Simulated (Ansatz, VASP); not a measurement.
## Cs in VASP and in Ansatz

```
Cs
1.0
     0.00000    3.80811    3.80811
     3.80811    0.00000    3.80811
     3.80811    3.80811    0.00000
Cs
1
Cartesian
  0.0000 0.0000 0.0000
```

Alike in both runs: task relaxation of cell and atoms; functional PBEsol; k mesh 9 × 9 × 9; occupations fermi-dirac, width 0.05 eV; no spin polarisation.

|  | VASP | Ansatz |
| --- | --- | --- |
| version | VASP 6.6.1 | Ansatz 0.2.0 |
| potentials or method | VASP PAW PBE potentials, release 64 (Cs_sv) | PAW with Ansatz's default frozen-core files, scalar-relativistic |
| plane-wave cutoff (eV) | 600 | 420 |
| valence electrons in the cell | 9 | 9 |

Ansatz gave:

* relaxed volume (Å³/atom): 110.45
* relaxed length of the cell vector where the two differ most in proportion (Å): 5.385

Task: Which values does VASP return?

Result: Relaxed volume (Å³/atom): 108.32; relaxed length of the cell vector where the two differ most in proportion (Å): 5.351.

VASP's potentials were made for PBE, not for PBEsol.

Spin-orbit coupling is off throughout.
